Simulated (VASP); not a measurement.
A run of VASP 6.6.1 is set up as follows.

The input INCAR:

```
PREC = Accurate ; ENCUT = 500
EDIFF = 1E-6 ; ISMEAR = 0
SIGMA = 0.01 ; LREAL = False
LASPH = True ; NELM = 120
ALGO = Normal ; ISIF = 2
LWAVE = False ; LCHARG = True
GGA = PE ; LELF = True
LVHAR = True ; NBANDS = 19
GGA_COMPAT = False
```

KPOINTS

```
Automatic mesh
0
Gamma
  6 6 2
```

The input POSCAR:

```
ZrS2
1.0
    3.7111430758      0.0000000000      0.0000000000
   -1.8555715379      3.2139441808      0.0000000000
    0.0000000000      0.0000000000      5.8275719928
Zr S
1 2
Direct
    0.0000000000      0.0000000000      0.0000000000
    0.3333333333      0.6666666667      0.2445405605
    0.6666666667      0.3333333333      0.7554594395
```

Potentials or basis: VASP PAW PBE potentials, release 64 (Zr_sv, S).

Run with:

```sh
$ cat potpaw_PBE.64/Zr_sv/POTCAR potpaw_PBE.64/S/POTCAR > POTCAR
$ mpirun -np 1 vasp_std > vasp.out
```

Estimate the band gap on the k mesh.

0.92 eV, indirect (least direct gap 1.43 eV).

What does it give for the largest force?

0.023 eV/Å.

Forces in eV/Å, atoms in the order of the input:
```
Zr   0.000  0.000  0.000
S    0.000  0.000  0.023
S    0.000  0.000 -0.023
```

Caveat: the k points lie up to 0.54 Å⁻¹ apart; the cell differs from its parent crystal (epitaxial xy strain +1.0%). A k mesh can miss the band edges.
